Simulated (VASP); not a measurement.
A run of VASP 6.6.1 is set up as follows.

Contents of INCAR:

```
SYSTEM = WC
ALGO = Normal
EDIFF = 1E-7
ENCUT = 520
GGA = PS
ISIF = 2
ISMEAR = -1
LASPH = .True.
LCHARG = .False.
LREAL = .False.
LWAVE = .False.
NBANDS = 16
NELM = 80
PREC = Accurate
SIGMA = 0.15
```

The input KPOINTS:

```
k-points
0
Gamma
  18 18 14
  0 0 0
```

The input POSCAR:

```
WC
1.0
    2.9203268181      0.0000000000      0.0000000000
   -1.4601634090      2.5290772118      0.0000000000
    0.0000000000      0.0000000000      2.8418601860
W C
1 1
Direct
    0.0000000000      0.0000000000      0.0000000000
    0.6666666667      0.3333333333      0.5000000000
```

Potentials or basis: VASP PAW PBE potentials, release 64 (W_sv, C).

Command:

```sh
$ cat potpaw_PBE.64/W_sv/POTCAR potpaw_PBE.64/C/POTCAR > POTCAR
$ mpirun -np 1 vasp_std > vasp.out
```

Task: Predict the band gap on the k mesh.

Result: Zero (bands 9 and 10 overlap by 1.20 eV).

Task: Estimate the pressure.

Result: -6.5 GPa.

Stress tensor (GPa, compression positive):
```
-6.63  0.00  0.00
 0.00 -6.63  0.00
 0.00  0.00 -6.31
```

Caveat: the cell stands under tension; the PAW data sets were made with another functional, which shifts forces and pressure a little; spin-orbit coupling is left out, which moves the levels of the heavy elements.
